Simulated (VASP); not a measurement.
# La: single point with PBEsol

La:

```
La
1.0
     3.01336    0.00000    0.00000
    -1.00445    2.84102    0.00000
    -1.00445   -1.42051    2.46040
La
1
Direct
  0.00000 0.00000 0.00000
```

This isn't the form of La at room conditions, which is double hcp.

```
Program             : VASP 6.6.1
Task                : single point
Functional          : PBEsol
Potentials or basis : VASP PAW PBE potentials, release 64 (La)
Cutoff              : 520 eV
k mesh              : 7 × 7 × 7
Occupations         : gaussian, width 0.05 eV
Spin                : no spin polarisation
```

| Property | Result |
| --- | --- |
| Pressure | 30.3 GPa |
| Band gap on the k mesh | zero (an odd number of electrons rules out a gap without spin polarisation) |

Levels at points of the mesh, in eV from the Fermi level:
| k point | band 3 | band 4 | band 5 | band 6 | band 7 | band 8 |
| --- | --- | --- | --- | --- | --- | --- |
| (0.00, 0.00, 0.00) | -13.28 | -13.28 | -1.05 | 1.83 | 1.83 | 1.83 |

It used 4.6 s of CPU time on 1 thread of Intel(R) Xeon(R) Platinum 8559C (Emerald Rapids), with other jobs on the host.

Caveat: the k points lie up to 0.36 Å⁻¹ apart, too coarse for converged energies and pressures of a metal; the PAW data sets were made with another functional, which shifts forces and pressure a little; spin-orbit coupling is left out, which moves the levels of the heavy elements.
